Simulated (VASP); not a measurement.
A run of VASP 6.6.1 is set up as follows.

POSCAR

```
TiSi
1.0
    0.0000000000      2.8918000000      2.8918000000
    2.8918000000      0.0000000000      2.8918000000
    2.8918000000      2.8918000000      0.0000000000
Ti Si
1 1
Direct
    0.0000000000      0.0000000000      0.0000000000
    0.2500000000      0.2500000000      0.2500000000
```

INCAR.step1

```
SYSTEM = TiSi
PREC = Accurate
ENCUT = 520
EDIFF = 1E-5
ISMEAR = 0
SIGMA = 0.02
LREAL = .False.
LASPH = .True.
NELM = 60
ALGO = Normal
ISIF = 2
LWAVE = .True.
LCHARG = .False.
GGA = PE
NBANDS = 15
```

INCAR.step2

```
SYSTEM = TiSi
PREC = Accurate
ENCUT = 520
EDIFF = 1E-7
ISMEAR = 0
SIGMA = 0.02
LREAL = .False.
LASPH = .True.
NELM = 60
ALGO = Normal
ISIF = 2
LWAVE = .False.
LCHARG = .False.
GGA = PE
LHFCALC = .True.
AEXX = 0.25
PRECFOCK = Normal
ISTART = 1
NBANDS = 15
```

File KPOINTS:

```
Automatic mesh
0
Gamma
  6 6 6
  0 0 0
```

Potentials or basis: VASP PAW PBE potentials, release 64 (Ti_sv, Si).

Command:

```sh
$ cat potpaw_PBE.64/Ti_sv/POTCAR potpaw_PBE.64/Si/POTCAR > POTCAR
$ cp INCAR.step1 INCAR
$ mpirun -np 1 vasp_std > vasp.out
$ cp INCAR.step2 INCAR
$ mpirun -np 1 vasp_std > vasp.out
```

(1) Estimate the band gap on the k mesh.

(2) Predict the pressure.

Results:

(1) 1.25 eV (least direct gap 1.29 eV).

(2) -0.3 GPa.

Caveat: the PAW data sets were made with another functional, which shifts forces and pressure a little.
